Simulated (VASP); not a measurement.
# C (C2/m) in VASP: a series of runs, part 2 of 2

VASP 6.6.1.

**5. Single point, PBE+D3(BJ) (atoms displaced along several vibrational modes)**

Input file INCAR:

```
ALGO = Normal
EDIFF = 1E-6
ENCUT = 520
GGA = PE
ISIF = 2
ISMEAR = 0
IVDW = 12
LASPH = T
LCHARG = T
LELF = T
LREAL = F
LVHAR = T
LWAVE = F
NBANDS = 11
NELM = 80
PREC = Accurate
SIGMA = 0.05
```

Input file KPOINTS:

```
k-points
0
Gamma
  15 15 15
```

Input file POSCAR:

```
C
1.0
    1.2324809262      0.7115731945      3.3609366220
   -1.2324809262      0.7115731945      3.3609366220
    0.0000000000     -1.4231463891      3.3609366220
C
2
Direct
    0.1735775445      0.1735775445      0.1314174403
    0.8264224555      0.8264224555      0.8685825597
```

Potentials or basis: VASP PAW PBE potentials, release 64 (C).

Started as:

```bash
> cat potpaw_PBE.64/C/POTCAR > POTCAR
> mpirun -np 1 vasp_std > vasp.out
```

OUTCAR:

```text
EDIFF = 1E-6
   ENCUT = 520
   GGA = PE
   ISIF = 2
   ISMEAR = 0
   IVDW = 12
   LASPH = T
   LREAL = F
   NELM = 80
   PREC = Accurate
 IVDW          = 12

 ion  position               nearest neighbor table
   1  0.174  0.174  0.131-   2 1.37   2 1.37   2 1.55
   2  0.826  0.826  0.869-   1 1.37   1 1.37   1 1.55

  LATTYP: Found a trigonal (rhomboedric) cell.
 ALAT       =     3.6498274783
 COS(alpha) =     0.7719417768

  Lattice vectors:

 A1 = (   1.2324809262,   0.7115731945,   3.3609366220)
 A2 = (  -1.2324809262,   0.7115731945,   3.3609366220)
 A3 = (   0.0000000000,  -1.4231463891,   3.3609366220)

Analysis of symmetry for initial positions (statically):
=====================================================================
 Subroutine PRICEL returns:
 Original cell was already a primitive cell.

 Routine SETGRP: Setting up the symmetry group for a
 trigonal (rhombohedral) supercell.

 Subroutine GETGRP returns: Found  4 space group operations
 (whereof  4 operations were pure point group operations)
 out of a pool of 12 trial point group operations.

The static configuration has the point symmetry C_2h.

Analysis of symmetry for dynamics (positions and initial velocities):
=====================================================================
 Subroutine PRICEL returns:
 Original cell was already a primitive cell.

 Routine SETGRP: Setting up the symmetry group for a
 trigonal (rhombohedral) supercell.

 Subroutine GETGRP returns: Found  4 space group operations
 (whereof  4 operations were pure point group operations)
 out of a pool of 12 trial point group operations.

The dynamic configuration has the point symmetry C_2h.

 Subroutine INISYM returns: Found  4 space group operations
 (whereof  4 operations are pure point group operations),
 and found     1 'primitive' translations

----------------------------------------------------------------------------------------

                                     Primitive cell

  volume of cell :      17.6853

  direct lattice vectors                    reciprocal lattice vectors
     1.232480926  0.711573195  3.360936622     0.405685791  0.234222801  0.099178702
    -1.232480926  0.711573195  3.360936622    -0.405685791  0.234222801  0.099178702
     0.000000000 -1.423146389  3.360936622     0.000000000 -0.468445602  0.099178702

  length of vectors
     3.649827478  3.649827478  3.649827478     0.478829507  0.478829507  0.478829507

  position of ions in fractional coordinates (direct lattice)
     0.173577544  0.173577544  0.131417440
     0.826422456  0.826422456  0.868582560

  ion indices of the primitive-cell ions
   primitive index   ion index
                 1           1
                 2           2

----------------------------------------------------------------------------------------

 KPOINTS: k-points

Automatic generation of k-mesh.
 Grid dimensions read from file:
 generate k-points for:   15   15   15

 Generating k-lattice:

  Cartesian coordinates                     Fractional coordinates (reciprocal lattice)
     0.027045719  0.015614853  0.006611913     0.066666667  0.000000000  0.000000000
    -0.027045719  0.015614853  0.006611913     0.000000000  0.066666667  0.000000000
     0.000000000 -0.031229707  0.006611913    -0.000000000 -0.000000000  0.066666667

  Length of vectors
[... 38 lines left out ...]
   number of dos      NEDOS =    301   number of ions     NIONS =      2
   total plane-waves  NPLWV =  21952
   dimension x,y,z NGX =    28 NGY =   28 NGZ =   28
   dimension x,y,z NGXF=    56 NGYF=   56 NGZF=   56
   ions per type =               2
   NGX,Y,Z   is equivalent  to a cutoff of  12.75, 12.75, 12.75 a.u.
   NGXF,Y,Z  is equivalent  to a cutoff of  25.51, 25.51, 25.51 a.u.
 SYSTEM =  unknown system
   PREC   = accura    normal or accurate (medium, high low for compatibility)
   ISTART =      0    job   : 0-new  1-cont  2-samecut
   ICHARG =      2    charge: 1-file 2-atom 10-const
   ISPIN  =      1    spin polarized calculation?
   LNONCOLLINEAR =      F non collinear calculations
   LSORBIT =      F    spin-orbit coupling
   LASPH  =      T    aspherical Exc in radial PAW
   ENCUT  =  520.0 eV  38.22 Ry    6.18 a.u.   6.79  6.79  6.79*2*pi/ulx,y,z
   NELM   =     80;   NELMIN=  2; NELMDL= -5     # of ELM steps
   EDIFF  = 0.1E-05   stopping-criterion for ELM
   LREAL  =      F    real-space projection
   EDIFFG = 0.1E-04   stopping-criterion for IOM
   NSW    =      0    number of steps for IOM
   IBRION =     -1    ionic relax: 0-MD 1-quasi-New 2-CG
   NFREE  =      0    steps in history (QN), initial steepest desc. (CG)
   ISIF   =      2    stress and relaxation
   ISYM   =      2    0-nonsym 1-usesym 2-fastsym
   POTIM  = 0.5000    time-step for ionic-motion
   TEBEG  =    0.0;   TEEND  =   0.0 temperature during run
   PSTRESS=    0.0 pullay stress
   NELECT =       8.0000    total number of electrons
   NUPDOWN=      -1.0000    fix difference up-down
   EMIN   =  10.00;   EMAX   =-10.00  energy-range for DOS
   EFERMI =   0.00;   METHOD = LEGACY
   ISMEAR =     0;   SIGMA  =   0.05  broadening in eV -4-tet -1-fermi 0-gaus
   EFERMI_NEDOS =   21; number of points for ismear=-14 and -15
   IALGO  =     38    algorithm
   IMIX   =      4    mixing-type and parameters
     AMIX     =   0.40;   BMIX     =  1.00
     AMIX_MAG =   1.60;   BMIX_MAG =  1.00
  volume/ion in A,a.u.               =       8.84        59.67
  Fermi-wavevector in a.u.,A,eV,Ry     =   1.256708  2.374834 21.487884  1.579315
  Thomas-Fermi vector in A             =   2.390403
   LORBIT       =      0    0 simple, 1 ext, 2 COOP (PROOUT), +10 PAW based schemes
   GGA     = PE    functional components
   LHFCALC =     F    Hartree Fock is set to
   AEXX    =    0.0000 exact exchange contribution
   IVDW    =    12    specifies the selected vdW correction
   LEPSILON=     F    determine dielectric tensor
   LRPA    =     F    only Hartree local field effects (RPA)
 non-spin polarized calculation
 Gauss-broadening in eV      SIGMA  =   0.05
  energy-cutoff  :      520.00
  volume of cell :       17.69
 maximum number of plane-waves:       490
   NGX = 13   NGY = 13   NGZ = 13

 number of electron       8.0000000 magnetization

 Free energy of the ion-electron system (eV)
  ---------------------------------------------------
  ext. energy  EPLUGINS =         0.00000000
  ---------------------------------------------------
  free energy    TOTEN  =       -17.91846131 eV

  energy without entropy =      -17.91846075  energy(sigma->0) =      -17.91846103

 E-fermi :   4.6107     XC(G=0): -10.3289

 val. band max:        4.5009117560   @ k =  -0.1333   0.4667   0.1333
 cond. band min:       4.7200812045   @ k =  -0.1333   0.4667   0.1333
 fundamental gap:      0.2191694485
 Fermi energy:         4.6106765102

 k-point     1 :       0.0000    0.0000    0.0000
  band No.  band energies     occupation
      1     -14.9669      2.00000
      2      -1.8622      2.00000
      3       0.1188      2.00000
      4       3.7182      2.00000
      5       8.4707      0.00000
      6      10.6975      0.00000
      7      15.3512      0.00000
      8      16.4248      0.00000
      9      17.2955      0.00000
     10      27.2159      0.00000
     11      30.1598      0.00000
[... 309 lines left out ...]
 k-point    24 :       0.2667    0.0667   -0.0000
  band No.  band energies     occupation
      1     -13.5743      2.00000
      2      -2.8758      2.00000
      3      -0.5959      2.00000
      4       0.4176      2.00000
      5       9.9658      0.00000
      6      12.4116      0.00000
      7      13.3051      0.00000
      8      17.5690      0.00000
      9      20.0046      0.00000
     10      24.2643      0.00000
     11      28.2146      0.00000

 [... further k-points ...]

------------------------ aborting loop because EDIFF is reached ----------------------------------------

 Edisp (eV)   -0.31276

 E8    (eV) :    -0.0886

  FORCE on cell =-STRESS in cart. coord.  units (eV):
  Direction    XX          YY          ZZ          XY          YZ          ZX
  --------------------------------------------------------------------------------------
  -------------------------------------------------------------------------------------
  Total       2.06393    -0.17350    -0.36798     0.00000     0.75126     0.00000
  in kB     186.97943   -15.71800   -33.33658     0.00000    68.05943     0.00000
  external pressure =       45.97 kB  Pullay stress =        0.00 kB

 VOLUME and BASIS-vectors are now :
 -----------------------------------------------------------------------------
  energy-cutoff  :      520.00
  volume of cell :       17.69
      direct lattice vectors                 reciprocal lattice vectors
     1.232480926  0.711573195  3.360936622     0.405685791  0.234222801  0.099178702
    -1.232480926  0.711573195  3.360936622    -0.405685791  0.234222801  0.099178702
     0.000000000 -1.423146389  3.360936622     0.000000000 -0.468445602  0.099178702

 POSITION                                       TOTAL-FORCE (eV/Angst)
 -----------------------------------------------------------------------------------
      0.00000      0.06000      1.60845         0.000000     -5.269763      2.164823
      0.00000     -0.06000      8.47436         0.000000      5.269763     -2.164823
 -----------------------------------------------------------------------------------
    total drift:                                0.000000     -0.000000      0.000000

  FREE ENERGIE OF THE ION-ELECTRON SYSTEM (eV)
  ---------------------------------------------------
  free  energy   TOTEN  =       -18.2312164041 eV

  energy  without entropy=      -18.2312158422  energy(sigma->0) =      -18.23121612
```

OSZICAR:

```text
N       E                     dE             d eps       ncg     rms          rms(c)
DAV:   1     0.618946349973E+01    0.61895E+01   -0.45605E+03 20448   0.664E+02
DAV:   2    -0.185287427656E+02   -0.24718E+02   -0.23525E+02 26181   0.131E+02
DAV:   3    -0.191169289627E+02   -0.58819E+00   -0.58693E+00 25051   0.169E+01
DAV:   4    -0.191191079322E+02   -0.21790E-02   -0.21788E-02 23137   0.126E+00
DAV:   5    -0.191191162491E+02   -0.83169E-05   -0.83166E-05 25492   0.710E-02    0.637E+00
DAV:   6    -0.182014051313E+02    0.91771E+00   -0.78247E-01 23375   0.524E+00    0.370E+00
DAV:   7    -0.179148220757E+02    0.28658E+00   -0.86765E-01 24270   0.557E+00    0.105E+00
DAV:   8    -0.179185643017E+02   -0.37422E-02   -0.22283E-02 22310   0.969E-01    0.112E-01
DAV:   9    -0.179183826409E+02    0.18166E-03   -0.63372E-04 24462   0.168E-01    0.546E-02
DAV:  10    -0.179184570765E+02   -0.74436E-04   -0.10973E-04 22540   0.743E-02    0.256E-02
DAV:  11    -0.179184610483E+02   -0.39719E-05   -0.79585E-06 24398   0.182E-02    0.264E-03
DAV:  12    -0.179184613071E+02   -0.25873E-06   -0.54818E-07 22481   0.574E-03
   1 F= -.18231216E+02 E0= -.18231216E+02  d E =-.561903E-06
```

stdout:

```text
POSCAR found type information on POSCAR C
 POSCAR found :  1 types and       2 ions
 scaLAPACK will be used
 LDA part: xc-table for (Slater+PW92), standard interpolation
 POSCAR, INCAR and KPOINTS ok, starting setup
 FFT: planning ... GRIDC
 FFT: planning ... GRID_SOFT
 FFT: planning ... GRID
 WAVECAR not read
 entering main loop
```

Run time: 5.6 min. Hardware: 1 thread of Intel Xeon 8259CL, shared host; peak memory 0.28 GiB.

Results:

| Property | Result |
| --- | --- |
| Free energy | -18.2312 eV |
| Pressure | 4.6 GPa |
| Largest force | 5.697 eV/Å |
| Dispersion energy per atom | -0.156 eV |

Forces in eV/Å, atoms in the order of the input:
```
C    0.000 -5.270  2.165
C    0.000  5.270 -2.165
```

Caveat: the cell differs from its parent crystal (atoms displaced along several vibrational modes); the stress differs along the axes, from -3 to 19 GPa; forces of over 1 eV/Å act on the atoms, so gaps and moduli don't describe the material at rest.

**6. Single point, PBE+D3(BJ) (atoms displaced along several vibrational modes)**

Input file INCAR:

```
SYSTEM = C
PREC = Accurate
ENCUT = 520
EDIFF = 1E-7
ISMEAR = 0
SIGMA = 0.05
LREAL = .FALSE.
LASPH = .TRUE.
NELM = 100
ALGO = Normal
ISIF = 2
LWAVE = .FALSE.
LCHARG = .FALSE.
GGA = PE
IVDW = 12
NBANDS = 11
```

Input file KPOINTS:

```
Automatic mesh
0
G
  15 15 15
  0 0 0
```

Input file POSCAR:

```
C
1.0
    1.2324809262      0.7115731945      3.3609366220
   -1.2324809262      0.7115731945      3.3609366220
    0.0000000000     -1.4231463891      3.3609366220
C
2
Direct
    0.1666403754      0.1666403754      0.1877204274
    0.8333596246      0.8333596246      0.8122795726
```

Potentials or basis: VASP PAW PBE potentials, release 64 (C).

Started as:

```bash
> cat potpaw_PBE.64/C/POTCAR > POTCAR
> mpirun -np 1 vasp_std > vasp.out
```

Wall time 6.1 min (1 thread of Intel Xeon 8259CL, shared host); peak memory 0.28 GiB.

The run converged. Its results:

| Quantity | Value |
| --- | --- |
| Free energy | -18.4705 eV |
| Pressure | 1.0 GPa |
| Largest force | 4.029 eV/Å |
| Dispersion energy per atom | -0.156 eV |

Forces on the atoms (eV/Å):
```
C    0.000  3.305 -2.305
C    0.000 -3.305  2.305
```

Stress tensor (GPa, compression positive):
```
-3.04  0.00  0.00
 0.00  8.85  4.28
 0.00  4.28 -2.76
```

Caveat: the cell differs from its parent crystal (atoms displaced along several vibrational modes); the stress differs along the axes, from -3 to 9 GPa; forces of over 1 eV/Å act on the atoms, so gaps and moduli don't describe the material at rest.

**7. Overview**

| cell | pressure (GPa) | largest force (eV/Å) |
| --- | --- | --- |
| as given, atomic positions A | 4.7 | 5.71 |
| as given, atomic positions B | -1.1 | 3.46 |
| as given, atomic positions C | 1.9 | 3.06 |
| as given, atomic positions D | 4.6 | 5.70 |
| as given, atomic positions E | 1.0 | 4.03 |

Alike in all rows: task single point; level PBE+D3(BJ); potentials or basis VASP PAW PBE potentials, release 64 (C); no spin polarisation; k mesh 15 × 15 × 15; cutoff (eV) 520; smearing gaussian 0.05 eV.

Caveats: forces of over 1 eV/Å act on the atoms, so gaps and moduli don't describe the material at rest; the stress differs along the axes, from -3 to 19 GPa (at least some runs); the stress differs along the axes, from -3 to 9 GPa (at least some runs); the stress differs along the axes, from -5 to 3 GPa (at least some runs).

Total energies depend on the potentials used, so only differences within one code and one set of settings carry meaning.
